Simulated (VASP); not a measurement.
# MgB2 (P6/mmm) in VASP: further runs

The runs below take MgB2 through elastic constants, vibrations by perturbation theory, with PBEsol.

All numbers are computed with VASP 6.6.1; they aren't measurements. Logs are shortened: lines on timing, memory, paths and dates and some standing lists are left out, and cuts for length are marked.

### 1 The cell of the first run

Symmetry: P6/mmm, No. 191, hexagonal system. The conventional cell has a = 3.064 Å, b = 3.064 Å, c = 3.498 Å, α = 90.00°, β = 90.00°, γ = 120.00°. Mg (site symmetry 6/mmm) has 12 B at 2.49 Å and 6 Mg at 3.06 Å within 3.3 Å. B (site symmetry -6m2) has 3 B at 1.77 Å within 2.3 Å.

### 2 Elastic constants, PBEsol

Contents of INCAR:

```
SYSTEM = MgB2
  PREC = Accurate
  ENCUT = 600
  EDIFF = 1E-8
  ISMEAR = -1
  SIGMA = 0.15
  LREAL = .False.
  LASPH = .True.
  NELM = 80
  ALGO = Normal
  ISIF = 3
  LWAVE = .False.
  LCHARG = .True.
  GGA = PS
  NBANDS = 11
  IBRION = 6
  NFREE = 2
  POTIM = 0.015
  NSW = 1
```

Contents of KPOINTS:

```
Automatic mesh
0
Gamma
  15 15 12
  0 0 0
```

Contents of POSCAR:

```
MgB2
1.0
    3.0642156128      0.0000000000      0.0000000000
   -1.5321078064      2.6536885634      0.0000000000
    0.0000000000      0.0000000000      3.4984914476
Mg B
1 2
Direct
    0.0000000000      0.0000000000      0.0000000000
    0.3333333333      0.6666666667      0.5000000000
    0.6666666667      0.3333333333      0.5000000000
```

Potentials or basis: VASP PAW PBE potentials, release 64 (Mg, B).

On the command line:

```sh
$ cat potpaw_PBE.64/Mg/POTCAR potpaw_PBE.64/B/POTCAR > POTCAR
$ mpirun -np 1 vasp_std > vasp.out
```

OUTCAR:

```text
SYSTEM = MgB2
   PREC = Accurate
   ENCUT = 600
   EDIFF = 1E-8
   ISMEAR = -1
   LREAL = .False.
   LASPH = .True.
   NELM = 80
   ISIF = 3
   GGA = PS
   IBRION = 6
   NFREE = 2
   POTIM = 0.015
   NSW = 1

 ion  position               nearest neighbor table
   1  0.000  0.000  0.000-   2 2.49   3 2.49   2 2.49   3 2.49   3 2.49   3 2.49   2 2.49   2 2.49
                             3 2.49   3 2.49   2 2.49   2 2.49
   2  0.333  0.667  0.500-   3 1.77   3 1.77   3 1.77   1 2.49   1 2.49   1 2.49   1 2.49   1 2.49
                             1 2.49
   3  0.667  0.333  0.500-   2 1.77   2 1.77   2 1.77   1 2.49   1 2.49   1 2.49   1 2.49   1 2.49
                             1 2.49

  LATTYP: Found a hexagonal cell.
 ALAT       =     3.0642156128
 C/A-ratio  =     1.1417249599

  Lattice vectors:

 A1 = (   3.0642156128,   0.0000000000,   0.0000000000)
 A2 = (  -1.5321078064,   2.6536885634,   0.0000000000)
 A3 = (   0.0000000000,   0.0000000000,   3.4984914476)

Analysis of symmetry for initial positions (statically):
=====================================================================
 Subroutine PRICEL returns:
 Original cell was already a primitive cell.

 Routine SETGRP: Setting up the symmetry group for a
 hexagonal supercell.

 Subroutine GETGRP returns: Found 24 space group operations
 (whereof 24 operations were pure point group operations)
 out of a pool of 24 trial point group operations.

The static configuration has the point symmetry D_6h.

Analysis of symmetry for dynamics (positions and initial velocities):
=====================================================================
 Subroutine PRICEL returns:
 Original cell was already a primitive cell.

 Routine SETGRP: Setting up the symmetry group for a
 hexagonal supercell.

 Subroutine GETGRP returns: Found 24 space group operations
 (whereof 24 operations were pure point group operations)
 out of a pool of 24 trial point group operations.

The dynamic configuration has the point symmetry D_6h.

 Subroutine INISYM returns: Found 24 space group operations
 (whereof 24 operations are pure point group operations),
 and found     1 'primitive' translations

----------------------------------------------------------------------------------------

                                     Primitive cell

  volume of cell :      28.4479

  direct lattice vectors                    reciprocal lattice vectors
     3.064215613  0.000000000  0.000000000     0.326347792  0.188416986  0.000000000
    -1.532107806  2.653688563  0.000000000     0.000000000  0.376833971  0.000000000
     0.000000000  0.000000000  3.498491448     0.000000000  0.000000000  0.285837486

  length of vectors
     3.064215613  3.064215613  3.498491448     0.376833971  0.376833971  0.285837486

  position of ions in fractional coordinates (direct lattice)
     0.000000000  0.000000000  0.000000000
     0.333333333  0.666666667  0.500000000
     0.666666667  0.333333333  0.500000000

  ion indices of the primitive-cell ions
   primitive index   ion index
                 1           1
                 2           2
                 3           3

----------------------------------------------------------------------------------------

 KPOINTS: Automatic mesh

Automatic generation of k-mesh.
 Grid dimensions read from file:
[... 120 lines left out ...]
  -------------------------------------------------------------------------------------
  Total        0.0117364      0.0117364     -0.0277305     -0.0000000      0.0000000      0.0000000
  in kB        0.6609930      0.6609930     -1.5617766     -0.0000000      0.0000000      0.0000000
  external PRESSURE =      -0.0799302 kB  Pullay stress =       0.0000000 kB
[... 92 lines left out ...]
  FREE ENERGIE OF THE ION-ELECTRON SYSTEM (eV)
  ---------------------------------------------------
  free  energy   TOTEN  =       -16.2415551753 eV

  energy  without entropy=      -16.1927189312  energy(sigma->0) =      -16.21713705

[... ionic steps 4 to 18 ...]

--------------------------------------- Ionic step       19  -------------------------------------------

 number of electron       8.0000000 magnetization

------------------------ aborting loop because EDIFF is reached ----------------------------------------
[... 69 lines left out ...]
--------------------------------------- Ionic step       21  -------------------------------------------

 number of electron       8.0000000 magnetization

 Free energy of the ion-electron system (eV)
  ---------------------------------------------------
  ext. energy  EPLUGINS =         0.00000000
  ---------------------------------------------------
  free energy    TOTEN  =       -16.24961567 eV

  energy without entropy =      -16.19990384  energy(sigma->0) =      -16.22475976

 E-fermi :   5.3382     XC(G=0): -11.0746

 val. band max:        5.3279758604   @ k =   0.0667   0.0000   0.0000
 cond. band min:       5.3404142086   @ k =  -0.0000   0.1333   0.3333
 fundamental gap:      0.0124383482
 Fermi energy:         5.3382192986

 k-point     1 :       0.0000    0.0000    0.0000
  band No.  band energies     occupation
      1      -7.1804      2.00000
      2       2.3703      2.00000
      3       5.7340      0.13341
      4       5.7340      0.13341
      5       7.0249      0.00003
      6      11.7090      0.00000
      7      11.7090      0.00000
      8      13.6799      0.00000
      9      15.4695      0.00000
     10      18.1165      0.00000
     11      21.6223      0.00000
[... 309 lines left out ...]
 k-point    24 :       0.4000    0.2000    0.0000
  band No.  band energies     occupation
      1      -2.7624      2.00000
      2      -2.1184      2.00000
      3       0.8748      2.00000
      4       6.1403      0.00948
      5       8.1146      0.00000
      6      11.0581      0.00000
      7      11.3206      0.00000
      8      13.5944      0.00000
      9      14.9781      0.00000
     10      17.3669      0.00000
     11      19.2870      0.00000

 [... further k-points ...]

------------------------ aborting loop because EDIFF is reached ----------------------------------------

  FORCE on cell =-STRESS in cart. coord.  units (eV):
  Direction    XX          YY          ZZ          XY          YZ          ZX
  --------------------------------------------------------------------------------------
  -------------------------------------------------------------------------------------
  Total        0.0131336      0.0131336     -0.0272538      0.0000000      0.0000000      0.0000000
  in kB        0.7396834      0.7396834     -1.5349241      0.0000000      0.0000000      0.0000000
  external PRESSURE =      -0.0185191 kB  Pullay stress =       0.0000000 kB
[... 18 lines left out ...]
  FREE ENERGIE OF THE ION-ELECTRON SYSTEM (eV)
  ---------------------------------------------------
  free  energy   TOTEN  =       -16.2496156720 eV

  energy  without entropy=      -16.1999038404  energy(sigma->0) =      -16.22475976

 INTERNAL STRAIN TENSORS FROM STRAINED CELLS
 ============================================

 INTERNAL STRAIN TENSOR FOR ION    1 for displacements in x,y,z  (eV/Angst):
          X           Y           Z          XY          YZ          ZX
  --------------------------------------------------------------------------------
  x     0.00000     0.00000     0.00000     0.00000     0.00000    -0.00000
  y     0.00000     0.00000     0.00000     0.00000     0.00000     0.00000
  z     0.00000     0.00000     0.00000     0.00000    -0.00000     0.00000

 INTERNAL STRAIN TENSORS FROM DISPLACED ATOMS
 ============================================

 INTERNAL STRAIN TENSOR FOR ION    1 for displacements in x,y,z  (eV/Angst):
          X           Y           Z          XY          YZ          ZX
  --------------------------------------------------------------------------------
  x     0.00000     0.00000     0.00000     0.00000     0.00000     0.00000
  y     0.00000     0.00000     0.00000     0.00000     0.00000     0.00000
  z     0.00000     0.00000     0.00000     0.00000     0.00000     0.00000

 INTERNAL STRAIN TENSOR FOR ION    3 for displacements in x,y,z  (eV/Angst):
          X           Y           Z          XY          YZ          ZX
  --------------------------------------------------------------------------------
  x     0.00000     0.00000     0.00000     3.65282     0.00000     0.00000
  y     3.65282    -3.65282     0.00000    -0.00000     0.00000     0.00000
  z     0.00000     0.00000     0.00000     0.00000     0.00000     0.00000

 Eigenvectors and eigenvalues of the dynamical matrix
 ----------------------------------------------------

   1 f  =   20.710984 THz   130.130950 2PiTHz  690.844065 cm-1    85.653709 meV
             X         Y         Z           dx          dy          dz
      0.000000  0.000000  0.000000    -0.000000   -0.000000    0.000000
     -0.000000  1.769126  1.749246    -0.000000   -0.000000   -0.707107
      1.532108  0.884563  1.749246     0.000000    0.000000    0.707107
[... 43 lines left out ...]
   9 f/i=    0.000470 THz     0.002954 2PiTHz    0.015682 cm-1     0.001944 meV
             X         Y         Z           dx          dy          dz
      0.000000  0.000000  0.000000    -0.147286   -0.712370   -0.000000
     -0.000000  1.769126  1.749246    -0.098240   -0.475150   -0.000000
      1.532108  0.884563  1.749246    -0.098240   -0.475150   -0.000000

--------------------------------------------------------------------------------------------------------

 ELASTIC MODULI CONTR FROM IONIC RELAXATION (kBar)
 Direction    XX          YY          ZZ          XY          YZ          ZX
 --------------------------------------------------------------------------------
 XX        -100.8529    100.8529      0.0000      0.0000      0.0000      0.0000
 YY         100.8529   -100.8529      0.0000     -0.0000      0.0000      0.0000
 ZZ           0.0000      0.0000      0.0000      0.0000      0.0000      0.0000
 XY           0.0000     -0.0000      0.0000   -100.8529      0.0000      0.0000
 YZ           0.0000      0.0000      0.0000      0.0000      0.0000      0.0000
 ZX           0.0000      0.0000      0.0000      0.0000      0.0000      0.0000
 --------------------------------------------------------------------------------

 TOTAL ELASTIC MODULI (kBar)
 Direction    XX          YY          ZZ          XY          YZ          ZX
 --------------------------------------------------------------------------------
 XX        4368.7562    607.0682    374.0458      0.0000      0.0000      0.0000
 YY         607.0682   4368.7562    374.0458     -0.0000      0.0000      0.0000
 ZZ         374.0458    374.0458   2694.0637      0.0000      0.0000      0.0000
 XY           0.0000     -0.0000      0.0000   1880.8440      0.0000      0.0000
 YZ          -0.0000      0.0000      0.0000      0.0000    754.9252      0.0000
 ZX           0.0000      0.0000      0.0000     -0.0000      0.0000    754.9251
 --------------------------------------------------------------------------------
```

It took 22 min on 1 thread of Intel Xeon Platinum 8375C at 2.90GHz (Ice Lake), shared host; peak memory 0.66 GiB.

What came out:

- Voigt bulk modulus: 157 GPa
- Highest phonon frequency at Γ: 691 cm⁻¹

Phonon frequencies in cm⁻¹ (negative: imaginary):
```tsv
q point	frequencies
(0.000, 0.000, 0.000)	0 0 0 342 342 410 612 612 691
```

Elastic tensor in Voigt notation (GPa, in the Cartesian axes of the cell as first typed):
```
437  61  37   0   0   0
 61 437  37   0   0   0
 37  37 269   0   0   0
  0   0   0  75   0   0
  0   0   0   0  75   0
  0   0   0   0   0 188
```

Clamped-ion elastic tensor (GPa):
```
447  51  37   0   0   0
 51 447  37   0   0   0
 37  37 269   0   0   0
  0   0   0  75   0   0
  0   0   0   0  75   0
  0   0   0   0   0 198
```

Caveat: the PAW data sets were made with another functional, which shifts forces and pressure a little.

[end of part 1 of 2]
